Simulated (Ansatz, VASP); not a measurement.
**GaN in VASP and in Ansatz**

The input POSCAR:

```
GaN
1.0
    0.0000000000      2.2489367656      2.2489367656
    2.2489367656      0.0000000000      2.2489367656
    2.2489367656      2.2489367656      0.0000000000
Ga N
1 1
Direct
    0.0000000000      0.0000000000      0.0000000000
    0.7500000000      0.7500000000      0.7500000000
```

The input INCAR.step1:

```
PREC = Accurate
ENCUT = 520
ISMEAR = 0
SIGMA = 0.02
LREAL = False
LASPH = True
NELM = 60
NBANDS = 16
GGA = PE
ALGO = Normal
EDIFF = 1E-4
LWAVE = True
LCHARG = False
```

INCAR.step2

```
PREC = Accurate
ENCUT = 520
EDIFF = 1E-6
ISMEAR = 0
SIGMA = 0.02
LREAL = False
LASPH = True
NELM = 60
ALGO = Normal
ISIF = 2
LWAVE = False
LCHARG = False
METAGGA = R2SCAN
LMIXTAU = True
NBANDS = 16
ISTART = 1
```

File KPOINTS:

```
Automatic mesh
0
Gamma
  10 10 10
```

Input for Ansatz:

```yaml
crystal:
  lattice:
    - [0.0, 2.2489367673, 2.2489367673]
    - [2.2489367673, 0.0, 2.2489367673]
    - [2.2489367673, 2.2489367673, 0.0]
  atoms:
    - { symbol: Ga, position: [0.0, 0.0, 0.0] }
    - { symbol: "N", position: [0.75, 0.75, 0.75] }
basis:
  ecutwfc: 500
kpoints:
  mp_grid: { grid: [10, 10, 10] }
  band_path:
    path:
      - [[0.0, 0.0, 0.0], [-0.5, -0.5, 0.0], [-0.375, -0.375, 0.25]]
      - [[-0.375, 0.0, 0.375], [0.0, 0.0, 0.0], [0.0, 0.0, 0.5], [-0.5, -0.25, 0.25], [-0.5, -0.5, 0.0]]
    npoints: 14
hamiltonian:
  xc: r2scan
scf:
  occupations: { method: gaussian, width: 0.02 }
  n_extra_bands: 6
output:
  forces: true
  stress: true
  eigenvalues: true
  populations: true
  dos: { projected: true, de: 0.02, nscf_kmesh: { grid: [15, 15, 15] } }
  bader: true
  write_density: true
  write_potential: true
  elf: true
  volumetric_format: npy
```

Alike in both runs: task single point; functional r2SCAN; k mesh 10 × 10 × 10; occupations gaussian, width 0.02 eV; no spin polarisation.

|  | VASP | Ansatz |
| --- | --- | --- |
| version | VASP 6.6.1 | Ansatz 0.2.0 |
| potentials or method | VASP PAW PBE potentials, release 64 (Ga_d, N), cutoff 520 eV | scalar-relativistic, plane waves, PAW |
| valence electrons in the cell | 18 | 18 |

```tsv
	VASP	Ansatz	Ansatz less VASP
gap on the k mesh at the Fermi level (eV)	2.16	2.17	+0.009
least direct gap on the mesh (eV)	2.16	2.17	+0.009
pressure (GPa)	1.1	0.0	-1.07
```

VASP's potentials were made for PBE, not for r2SCAN.
